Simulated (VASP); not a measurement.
Input of a VASP 6.6.1 run:

File INCAR:

```
PREC = Accurate ; ENCUT = 600
EDIFF = 1E-6 ; ISMEAR = -1
SIGMA = 0.05 ; LREAL = False
LASPH = True ; NELM = 100
ALGO = Normal ; ISIF = 3
LWAVE = False ; LCHARG = False
GGA = PE ; IBRION = 2
NSW = 45 ; EDIFFG = -0.005
```

KPOINTS

```
regular mesh
0
Gamma
  13 13 7
```

POSCAR

```
La
1.0
    3.7723445511      0.0000000000      0.0000000000
   -1.8861722756      3.2669462131      0.0000000000
    0.0000000000      0.0000000000      6.1014242365
La
2
Direct
    0.3333333333      0.6666666667      0.2500000000
    0.6666666667      0.3333333333      0.7500000000
```

Potentials or basis: VASP PAW PBE potentials, release 64 (La).

The run is started by

```console
$ cat potpaw_PBE.64/La/POTCAR > POTCAR
$ mpirun -np 1 vasp_std > vasp.out
```

Predict the space group after relaxing (to 0.05 Å).

P6_3/mmc (No. 194).

Estimate the relaxed cell.

a = 3.776 Å, b = 3.776 Å, c = 6.106 Å, α = 90.00°, β = 90.00°, γ = 120.00°.

Predict the band gap on the k mesh.

zero (band 11 reaches 8.81 eV, above the bottom of band 12 at 7.50 eV).

Final structure:
```
La
1.0
     3.77622    0.00000    0.00000
    -1.88811    3.27030    0.00000
     0.00000    0.00000    6.10596
La
2
Direct
  0.33333 0.66667 0.25000
  0.66667 0.33333 0.75000
```

Caveat: spin-orbit coupling is left out, which moves the levels of the heavy elements.
